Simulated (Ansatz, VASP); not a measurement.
## Ga2Sb3 in VASP and in Ansatz

```
Ga Sb
1.0
     4.77825    0.00000    0.00000
    -2.38912    4.13808    0.00000
     0.00000    0.00000    6.98619
Ga Sb
2 3
Direct
  0.33333 0.66667 0.15606
  0.66667 0.33333 0.84394
  0.00000 0.00000 0.00000
  0.33333 0.66667 0.58805
  0.66667 0.33333 0.41195
```

Alike in both runs: functional PBE; k mesh 12 × 12 × 6; occupations gaussian, width 0.1 eV; no spin polarisation.

Ansatz relaxed the structure, and its values are those at the end. VASP's run is a single point on that final structure, the one shown.

|  | VASP | Ansatz |
| --- | --- | --- |
| version | VASP 6.6.1 | Ansatz 0.2.0 |
| potentials or method | VASP PAW PBE potentials, release 64 (Ga_d, Sb), cutoff 520 eV | scalar-relativistic, plane waves, PAW |
| valence electrons in the cell | 41 | 71 |

Ansatz gave:

```
gap on the k mesh at the Fermi level (eV) : none
pressure (GPa)                            : 0.0
rms of the force components (eV/Å)        : 0.001
```

Question: Estimate VASP's values.

Answer: gap on the k mesh at the Fermi level (eV): none; pressure (GPa): 0.0; rms of the force components (eV/Å): 0.004.

A gap of «none» marks a metal or a gap that the smearing closes. With one functional, cell and mesh, what is left measures potentials, basis and numerics. VASP's potentials hold 41 valence electrons a cell and Ansatz's 71, so a difference there can come from the potentials and not from the codes.

Neither program's run includes spin-orbit coupling.
